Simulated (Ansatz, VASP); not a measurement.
# Two plane-wave programs on TaN

File INCAR:

```
PREC = Accurate
ENCUT = 600
EDIFF = 1E-7
ISMEAR = -1
SIGMA = 0.1
LREAL = F
LASPH = T
NELM = 60
ALGO = Normal
ISIF = 3
LWAVE = F
LCHARG = F
GGA = PS
IBRION = 2
NSW = 80
EDIFFG = -0.01
```

The input KPOINTS:

```
regular mesh
0
Gamma
  12 12 11
```

Contents of POSCAR:

```
TaN
1.0
    2.9380000000      0.0000000000      0.0000000000
   -1.4690000000      2.5443826400      0.0000000000
    0.0000000000      0.0000000000      2.8830000000
Ta N
1 1
Direct
    0.3333333300      0.6666666700      0.5000000000
    0.0000000000      0.0000000000      0.0000000000
```

Input for Ansatz:

```yaml
crystal:
  lattice:
    - [2.938, 0.0, 0.0]
    - [-1.469, 2.54438264, 0.0]
    - [0.0, 0.0, 2.883]
  atoms:
    - { symbol: Ta, position: [0.33333333, 0.66666667, 0.5] }
    - { symbol: "N", position: [0.0, 0.0, 0.0] }
  symmetry: { tolerance: 0.0003 }
hamiltonian:
  xc: pbesol
  pseudopotentials: { kind: paw, azcp: { folder: soft_1 } }
basis:
  ecutwfc: 420
magnetization:
  spin_polarized: false
scf:
  occupations: { method: fermi_dirac, width: 0.1 }
kpoints:
  mp_grid: { grid: [12, 12, 11], shift: [0, 0, 0] }
output:
  forces: true
  stress: true
  eigenvalues: true
relax:
  max_steps: 60
  cell: {}
```

Alike in both runs: task relaxation of cell and atoms; functional PBEsol; k mesh 12 × 12 × 11; occupations fermi-dirac, width 0.1 eV; no spin polarisation.

|  | VASP | Ansatz |
| --- | --- | --- |
| version | VASP 6.6.1 | Ansatz 0.2.0 |
| potentials or method | VASP PAW PBE potentials, release 64 (Ta_pv, N), cutoff 600 eV | PAW plane waves |
| valence electrons in the cell | 16 | 18 |

VASP gave:

| Property | Result |
| --- | --- |
| gap on the k mesh at the Fermi level, each at its own relaxed structure (eV) | none |
| relaxed volume (Å³/atom) | 10.65 |
| relaxed cell length with the largest relative difference (Å) | 2.873 |

**Question.** Which values does Ansatz return?

**Answer.** gap on the k mesh at the Fermi level, each at its own relaxed structure (eV): none; relaxed volume (Å³/atom): 10.63; relaxed cell length with the largest relative difference (Å): 2.871.

VASP's potentials were made for PBE, not for PBEsol, and Ansatz warns of the same on its side. A gap of «none» marks a metal or a gap that the smearing closes. VASP's potentials hold 16 valence electrons a cell and Ansatz's 18, so a difference there can come from the potentials and not from the codes.

Spin-orbit coupling is off throughout.
